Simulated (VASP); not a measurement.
# InSb (I-4m2) in VASP: further runs

The runs below take InSb through single point, with PBE.

Program: VASP 6.6.1. These are calculated values, not measurements. Logs are shortened: lines on timing, memory, paths and dates and some standing lists are left out, and cuts for length are marked.

## 1. The cell of the first run

It takes space group I-4m2 (No. 119, tetragonal). The conventional cell has a = 4.443 Å, b = 4.443 Å, c = 6.673 Å, α = 90.00°, β = 90.00°, γ = 90.00°. In (site symmetry -4m2) has 4 Sb at 2.78 Å within 3.7 Å. Within 3.7 Å of Sb (site symmetry -4m2) lie 4 In at 2.78 Å.

## 2. Single point, PBE (strain -0.030 along x and y, +0.030 along z)

INCAR

```
  PREC = Accurate
  ENCUT = 520
  EDIFF = 1E-6
  ISMEAR = 0
  SIGMA = 0.15
  LREAL = False
  LASPH = True
  NELM = 60
  ALGO = Normal
  ISIF = 2
  LWAVE = False
  LCHARG = True
  GGA = PE
  LELF = True
  LVHAR = True
  NBANDS = 16
```

KPOINTS

```
regular mesh
0
Gamma
  12 12 12
```

POSCAR

```
InSb
1.0
    0.0000000000      3.1419270000      3.3362730000
    3.1419270000      0.0000000000      3.3362730000
    3.1419270000      3.1419270000      0.0000000000
In Sb
1 1
Direct
    0.0000000000      0.0000000000      0.0000000000
    0.7500000000      0.7500000000      0.7500000000
```

Potentials or basis: VASP PAW PBE potentials, release 64 (In_d, Sb).

Command:

```bash
$ cat potpaw_PBE.64/In_d/POTCAR potpaw_PBE.64/Sb/POTCAR > POTCAR
$ mpirun -np 1 vasp_std > vasp.out
```

OUTCAR:

```text
PREC = Accurate
   ENCUT = 520
   EDIFF = 1E-6
   ISMEAR = 0
   LREAL = False
   LASPH = True
   NELM = 60
   ISIF = 2
   GGA = PE

 ion  position               nearest neighbor table
   1  0.000  0.000  0.000-   2 2.78   2 2.78   2 2.78   2 2.78
   2  0.750  0.750  0.750-   1 2.78   1 2.78   1 2.78   1 2.78

  LATTYP: Found a body centered tetragonal cell.
 ALAT       =     4.4433557754
 C/A-ratio  =     1.5016906899

  Lattice vectors:

 A1 = (  -3.1419270000,   0.0000000000,   3.3362730000)
 A2 = (   3.1419270000,   0.0000000000,   3.3362730000)
 A3 = (   0.0000000000,   3.1419270000,  -3.3362730000)

Analysis of symmetry for initial positions (statically):
=====================================================================
 Subroutine PRICEL returns:
 Original cell was already a primitive cell.

 Routine SETGRP: Setting up the symmetry group for a
 body centered tetragonal supercell.

 Subroutine GETGRP returns: Found  8 space group operations
 (whereof  8 operations were pure point group operations)
 out of a pool of 16 trial point group operations.

The static configuration has the point symmetry D_2d.

Analysis of symmetry for dynamics (positions and initial velocities):
=====================================================================
 Subroutine PRICEL returns:
 Original cell was already a primitive cell.

 Routine SETGRP: Setting up the symmetry group for a
 body centered tetragonal supercell.

 Subroutine GETGRP returns: Found  8 space group operations
 (whereof  8 operations were pure point group operations)
 out of a pool of 16 trial point group operations.

The dynamic configuration has the point symmetry D_2d.

 Subroutine INISYM returns: Found  8 space group operations
 (whereof  8 operations are pure point group operations),
 and found     1 'primitive' translations

----------------------------------------------------------------------------------------

                                     Primitive cell

  volume of cell :      65.8694

  direct lattice vectors                    reciprocal lattice vectors
     0.000000000  3.141927000  3.336273000    -0.159138007  0.159138007  0.149867832
     3.141927000  0.000000000  3.336273000     0.159138007 -0.159138007  0.149867832
     3.141927000  3.141927000  0.000000000     0.159138007  0.159138007 -0.149867832

  length of vectors
     4.582840037  4.582840037  4.443355775     0.270388937  0.270388937  0.270388937

  position of ions in fractional coordinates (direct lattice)
     0.000000000  0.000000000  0.000000000
     0.750000000  0.750000000  0.750000000

  ion indices of the primitive-cell ions
   primitive index   ion index
                 1           1
                 2           2

----------------------------------------------------------------------------------------

 KPOINTS: regular mesh

Automatic generation of k-mesh.
 Grid dimensions read from file:
 generate k-points for:   12   12   12

 Generating k-lattice:

  Cartesian coordinates                     Fractional coordinates (reciprocal lattice)
    -0.013261501  0.013261501  0.012488986     0.083333333 -0.000000000  0.000000000
     0.013261501 -0.013261501  0.012488986    -0.000000000  0.083333333  0.000000000
     0.013261501  0.013261501 -0.012488986     0.000000000  0.000000000  0.083333333

  Length of vectors
     0.022532411  0.022532411  0.022532411

  Shift w.r.t. Gamma in fractional coordinates (k-lattice)
     0.000000000  0.000000000  0.000000000

 Subroutine IBZKPT returns following result:
 ===========================================

 Found    163 irreducible k-points:

 Following reciprocal coordinates:
            Coordinates               Weight
  0.000000  0.000000  0.000000      1.000000
  0.083333  0.000000  0.000000      8.000000
  0.166667 -0.000000  0.000000      8.000000
  0.250000  0.000000  0.000000      8.000000
  0.333333  0.000000  0.000000      8.000000
  0.416667  0.000000  0.000000      8.000000
[... 16 lines left out ...]
  0.500000  0.166667  0.000000      8.000000
 -0.416667  0.166667  0.000000      8.000000
 [... further k-points ...]
   k-points           NKPTS =    163   k-points in BZ     NKDIM =    163   number of bands    NBANDS=     16
   number of dos      NEDOS =    301   number of ions     NIONS =      2
   total plane-waves  NPLWV =  46656
   dimension x,y,z NGX =    36 NGY =   36 NGZ =   36
   dimension x,y,z NGXF=    72 NGYF=   72 NGZF=   72
   ions per type =               1   1
   NGX,Y,Z   is equivalent  to a cutoff of  13.06, 13.06, 13.47 a.u.
   NGXF,Y,Z  is equivalent  to a cutoff of  26.12, 26.12, 26.94 a.u.
 SYSTEM =  unknown system
   PREC   = accura    normal or accurate (medium, high low for compatibility)
   ISTART =      0    job   : 0-new  1-cont  2-samecut
   ICHARG =      2    charge: 1-file 2-atom 10-const
   ISPIN  =      1    spin polarized calculation?
   LNONCOLLINEAR =      F non collinear calculations
   LSORBIT =      F    spin-orbit coupling
   LASPH  =      T    aspherical Exc in radial PAW
   ENCUT  =  520.0 eV  38.22 Ry    6.18 a.u.   8.52  8.52  8.26*2*pi/ulx,y,z
   NELM   =     60;   NELMIN=  2; NELMDL= -5     # of ELM steps
   EDIFF  = 0.1E-05   stopping-criterion for ELM
   LREAL  =      F    real-space projection
   EDIFFG = 0.1E-04   stopping-criterion for IOM
   NSW    =      0    number of steps for IOM
   IBRION =     -1    ionic relax: 0-MD 1-quasi-New 2-CG
   NFREE  =      0    steps in history (QN), initial steepest desc. (CG)
   ISIF   =      2    stress and relaxation
   ISYM   =      2    0-nonsym 1-usesym 2-fastsym
   POTIM  = 0.5000    time-step for ionic-motion
   TEBEG  =    0.0;   TEEND  =   0.0 temperature during run
   PSTRESS=    0.0 pullay stress
   NELECT =      18.0000    total number of electrons
   NUPDOWN=      -1.0000    fix difference up-down
   EMIN   =  10.00;   EMAX   =-10.00  energy-range for DOS
   EFERMI =   0.00;   METHOD = LEGACY
   ISMEAR =     0;   SIGMA  =   0.15  broadening in eV -4-tet -1-fermi 0-gaus
   EFERMI_NEDOS =   21; number of points for ismear=-14 and -15
   IALGO  =     38    algorithm
   IMIX   =      4    mixing-type and parameters
     AMIX     =   0.40;   BMIX     =  1.00
     AMIX_MAG =   1.60;   BMIX_MAG =  1.00
  volume/ion in A,a.u.               =      32.93       222.25
  Fermi-wavevector in a.u.,A,eV,Ry     =   1.062358  2.007566 15.355610  1.128605
  Thomas-Fermi vector in A             =   2.197806
   LORBIT       =      0    0 simple, 1 ext, 2 COOP (PROOUT), +10 PAW based schemes
   GGA     = PE    functional components
   LHFCALC =     F    Hartree Fock is set to
   AEXX    =    0.0000 exact exchange contribution
   IVDW    =     0    specifies the selected vdW correction
   LEPSILON=     F    determine dielectric tensor
   LRPA    =     F    only Hartree local field effects (RPA)
 non-spin polarized calculation
 Gauss-broadening in eV      SIGMA  =   0.15
  energy-cutoff  :      520.00
  volume of cell :       65.87
 maximum number of plane-waves:      1805
 NGX is ok and might be reduce to    36
   NGX = 17   NGY = 17   NGZ = 17

 number of electron      17.9999999 magnetization

 Free energy of the ion-electron system (eV)
  ---------------------------------------------------
  ext. energy  EPLUGINS =         0.00000000
  ---------------------------------------------------
  free energy    TOTEN  =        -6.84125508 eV

  energy without entropy =       -6.84103179  energy(sigma->0) =       -6.84114344

 E-fermi :   5.6427     XC(G=0):  -8.8267

 val. band max:        5.5579778722   @ k =   0.0000   0.0000   0.0000
 cond. band min:       5.9959921443   @ k =   0.5000   0.0000   0.0000
 fundamental gap:      0.4380142721
 Fermi energy:         5.6427248821

 k-point     1 :       0.0000    0.0000    0.0000
  band No.  band energies     occupation
      1      -9.2389      2.00000
      2      -9.2261      2.00000
      3      -9.2261      2.00000
      4      -9.1402      2.00000
      5      -9.1344      2.00000
      6      -5.4694      2.00000
[... 8 lines left out ...]
     15      13.2543      0.00000
     16      13.6390      0.00000

 k-point     2 :       0.0833    0.0000    0.0000
  band No.  band energies     occupation
      1      -9.2392      2.00000
      2      -9.2278      2.00000
      3      -9.2245      2.00000
      4      -9.1405      2.00000
      5      -9.1343      2.00000
      6      -5.4029      2.00000
[... 8 lines left out ...]
     15      12.7861      0.00000
     16      13.5954      0.00000

 k-point     3 :       0.1667   -0.0000    0.0000
  band No.  band energies     occupation
      1      -9.2453      2.00000
      2      -9.2273      2.00000
      3      -9.2202      2.00000
      4      -9.1412      2.00000
      5      -9.1339      2.00000
      6      -5.2083      2.00000
[... 8 lines left out ...]
     15      12.6354      0.00000
     16      13.0486      0.00000

 k-point     4 :       0.2500    0.0000    0.0000
  band No.  band energies     occupation
      1      -9.2579      2.00000
      2      -9.2225      2.00000
      3      -9.2148      2.00000
      4      -9.1419      2.00000
      5      -9.1328      2.00000
      6      -4.9031      2.00000
[... 8 lines left out ...]
     15      12.8189      0.00000
     16      12.8928      0.00000
[... 324 lines left out ...]
 k-point    22 :       0.4167    0.1667    0.0000
  band No.  band energies     occupation
      1      -9.2859      2.00000
      2      -9.2074      2.00000
      3      -9.1998      2.00000
      4      -9.1385      2.00000
      5      -9.1367      2.00000
      6      -4.2380      2.00000
[... 8 lines left out ...]
     15      13.9856      0.00000
     16      14.6661      0.00000

 k-point    23 :       0.5000    0.1667    0.0000
  band No.  band energies     occupation
      1      -9.2900      2.00000
      2      -9.2073      2.00000
      3      -9.1984      2.00000
      4      -9.1399      2.00000
      5      -9.1342      2.00000
      6      -3.9337      2.00000
[... 8 lines left out ...]
     15      14.4226      0.00000
     16      14.7295      0.00000

 k-point    24 :      -0.4167    0.1667    0.0000
  band No.  band energies     occupation
      1      -9.2897      2.00000
      2      -9.2081      2.00000
      3      -9.1995      2.00000
      4      -9.1421      2.00000
      5      -9.1320      2.00000
      6      -3.8636      2.00000
[... 8 lines left out ...]
     15      13.7476      0.00000
     16      14.0376      0.00000

 [... further k-points ...]

------------------------ aborting loop because EDIFF is reached ----------------------------------------

  FORCE on cell =-STRESS in cart. coord.  units (eV):
  Direction    XX          YY          ZZ          XY          YZ          ZX
  --------------------------------------------------------------------------------------
  -------------------------------------------------------------------------------------
  Total        2.2010524      2.2010524      1.4937884      0.0000000      0.0000000     -0.0000000
  in kB       53.5373904     53.5373904     36.3342255      0.0000000      0.0000000     -0.0000000
  external PRESSURE =      47.8030021 kB  Pullay stress =       0.0000000 kB

 VOLUME and BASIS-vectors are now :
 -----------------------------------------------------------------------------
  energy-cutoff  :      520.00
  volume of cell :       65.87
      direct lattice vectors                 reciprocal lattice vectors
     0.000000000  3.141927000  3.336273000    -0.159138007  0.159138007  0.149867832
     3.141927000  0.000000000  3.336273000     0.159138007 -0.159138007  0.149867832
     3.141927000  3.141927000  0.000000000     0.159138007  0.159138007 -0.149867832

 POSITION                                       TOTAL-FORCE (eV/Angst)
 -----------------------------------------------------------------------------------
      0.00000      0.00000      0.00000         0.000000      0.000000      0.000000
      4.71289      4.71289      5.00441        -0.000000     -0.000000      0.000000
 -----------------------------------------------------------------------------------
    total drift:                                0.000000      0.000000      0.000000

  FREE ENERGIE OF THE ION-ELECTRON SYSTEM (eV)
  ---------------------------------------------------
  free  energy   TOTEN  =        -6.8412550788 eV

  energy  without entropy=       -6.8410317930  energy(sigma->0) =       -6.84114344
```

Run time: 3.5 min. Hardware: 1 thread of Intel Xeon 8259CL, shared host; peak memory 0.33 GiB.

Results:

```
Free energy            : -6.8413 eV
Pressure               : 4.8 GPa
Band gap on the k mesh : zero (filled and empty bands touch)
```

Levels at points of the mesh, in eV from the Fermi level:
| k point | band 6 | band 7 | band 8 | band 9 | band 10 | band 11 | band 12 | band 13 |
| --- | --- | --- | --- | --- | --- | --- | --- | --- |
| (0.00, 0.00, 0.00) | -11.11 | -0.42 | -0.22 | -0.08 | -0.08 | 2.73 | 2.73 | 2.87 |
| (0.50, 0.00, 0.00) | -9.66 | -5.96 | -1.46 | -1.04 | 0.35 | 3.52 | 3.78 | 5.91 |
| (0.50, 0.50, 0.00) | -9.14 | -6.43 | -2.34 | -2.34 | 1.32 | 1.42 | 8.11 | 8.11 |
| (0.50, 0.00, 0.50) | -8.95 | -6.15 | -2.68 | -2.64 | 0.97 | 0.99 | 7.89 | 8.09 |

Caveat: the cell differs from its parent crystal (strain -0.030 along x and y, +0.030 along z); the cell stands under pressure; semilocal functionals underestimate gaps, and a narrow one can read as zero; spin-orbit coupling is left out, which moves the levels of the heavy elements.

## 3. Single point, PBE (strain +0.000 along x and y, -0.030 along z)

INCAR

```
PREC = Accurate
ENCUT = 520
EDIFF = 1E-7
ISMEAR = 0
SIGMA = 0.15
LREAL = False
LASPH = True
NELM = 80
ALGO = Normal
ISIF = 2
LWAVE = False
LCHARG = False
GGA = PE
NBANDS = 16
```

KPOINTS

```
Automatic mesh
0
Gamma
  12 12 12
```

POSCAR

```
InSb
1.0
    0.0000000000      3.2391000000      3.1419270000
    3.2391000000      0.0000000000      3.1419270000
    3.2391000000      3.2391000000      0.0000000000
In Sb
1 1
Direct
    0.0000000000      0.0000000000      0.0000000000
    0.7500000000      0.7500000000      0.7500000000
```

Potentials or basis: VASP PAW PBE potentials, release 64 (In_d, Sb).

Command:

```bash
$ cat potpaw_PBE.64/In_d/POTCAR potpaw_PBE.64/Sb/POTCAR > POTCAR
$ mpirun -np 1 vasp_std > vasp.out
```

It took 3.7 min on 1 thread of Intel Xeon 8259CL, shared host; peak memory 0.34 GiB.

It converged, with:

```
Free energy            : -6.8535 eV
Pressure               : 4.8 GPa
Band gap on the k mesh : 0.11 eV
```

Stress tensor (GPa, compression positive):
```
4.54 0.00 0.00
0.00 4.54 0.00
0.00 0.00 5.25
```

Levels at points of the mesh, in eV from the valence-band top:
```
           k point  band 6  band 7  band 8  band 9  band 10  band 11  band 12  band 13
(0.00, 0.00, 0.00)  -10.90   -0.03   -0.03    0.00     0.11     2.93     3.00     3.00
(0.50, 0.00, 0.00)   -9.46   -5.75   -1.14   -0.94     0.60     3.75     3.92     6.10
(0.50, 0.50, 0.00)   -8.75   -5.94   -2.46   -2.46     1.17     1.20     8.36     8.36
(0.50, 0.00, 0.50)   -8.84   -6.08   -2.31   -2.28     1.36     1.40     8.25     8.36
```

Caveat: the cell differs from its parent crystal (strain +0.000 along x and y, -0.030 along z); the cell stands under pressure; the smearing spreads over this small gap; semilocal functionals underestimate gaps, and a narrow one can read as zero; spin-orbit coupling is left out, which moves the levels of the heavy elements. A k mesh can miss the band edges.

## 4. Single point, PBE (strain +0.015 along x and y, -0.030 along z)

INCAR

```
SYSTEM = InSb
PREC = Accurate
ENCUT = 520
EDIFF = 1E-7
ISMEAR = 0
SIGMA = 0.15
LREAL = .False.
LASPH = .True.
NELM = 100
ALGO = Normal
ISIF = 2
LWAVE = .False.
LCHARG = .True.
GGA = PE
LELF = .True.
LVHAR = .True.
NBANDS = 16
```

KPOINTS

```
regular mesh
0
Gamma
  12 12 12
  0 0 0
```

POSCAR

```
InSb
1.0
    0.0000000000      3.2876865000      3.1419270000
    3.2876865000      0.0000000000      3.1419270000
    3.2876865000      3.2876865000      0.0000000000
In Sb
1 1
Direct
    0.0000000000      0.0000000000      0.0000000000
    0.7500000000      0.7500000000      0.7500000000
```

Command:

```bash
$ cat potpaw_PBE.64/In_d/POTCAR potpaw_PBE.64/Sb/POTCAR > POTCAR
$ mpirun -np 1 vasp_std > vasp.out
```

Run time: 3.5 min. Hardware: 1 thread of Intel Xeon 8259CL, shared host; peak memory 0.34 GiB.

It converged, with:

```yaml
Free_energy: -6.8991 eV
Pressure: 3.1 GPa
Band_gap_on_the_k_mesh: 0.16 eV (least direct gap 0.21 eV)
```

Stress tensor (GPa, compression positive):
```
2.77 0.00 0.00
0.00 2.77 0.00
0.00 0.00 3.82
```

Levels at points of the mesh, in eV from the valence-band top:
```csv
k point,band 6,band 7,band 8,band 9,band 10,band 11,band 12,band 13
"(0.00, 0.00, 0.00)",-10.70,-0.17,-0.05,-0.05,0.16,2.93,3.03,3.03
"(0.50, 0.00, 0.00)",-9.33,-5.59,-1.12,-0.84,0.54,3.73,3.98,6.14
"(0.50, 0.50, 0.00)",-8.63,-5.75,-2.39,-2.39,1.14,1.23,8.20,8.20
"(0.50, 0.00, 0.50)",-8.76,-5.96,-2.17,-2.14,1.45,1.47,8.01,8.17
```

Caveat: the cell differs from its parent crystal (strain +0.015 along x and y, -0.030 along z); the cell stands under pressure; semilocal functionals underestimate gaps, and a narrow one can read as zero; spin-orbit coupling is left out, which moves the levels of the heavy elements. A k mesh can miss the band edges.

## 5. Summary

```csv
cell,gap on the mesh (eV),pressure (GPa)
"a = 4.583, b = 4.583, c = 4.443 Å, angles 61.0, 61.0, 58.0°, 2 atoms",none,4.8
"a = 4.513, b = 4.513, c = 4.581 Å, angles 59.5, 59.5, 61.0°, 2 atoms",0.11,4.8
"a = 4.548, b = 4.548, c = 4.649 Å, angles 59.3, 59.3, 61.5°, 2 atoms",0.16,3.1
```

Alike in all rows: task single point; level PBE; potentials or basis VASP PAW PBE potentials, release 64 (In_d, Sb); no spin polarisation; k mesh 12 × 12 × 12; cutoff (eV) 520; smearing gaussian 0.15 eV.

Caveats: the cell stands under pressure; semilocal functionals underestimate gaps, and a narrow one can read as zero; spin-orbit coupling is left out, which moves the levels of the heavy elements; the smearing spreads over this small gap (at least some runs).

Absolute energies hang on the potentials; compare differences alone.

The gap in the log of VASP goes by the Fermi energy; the results here count the filled bands.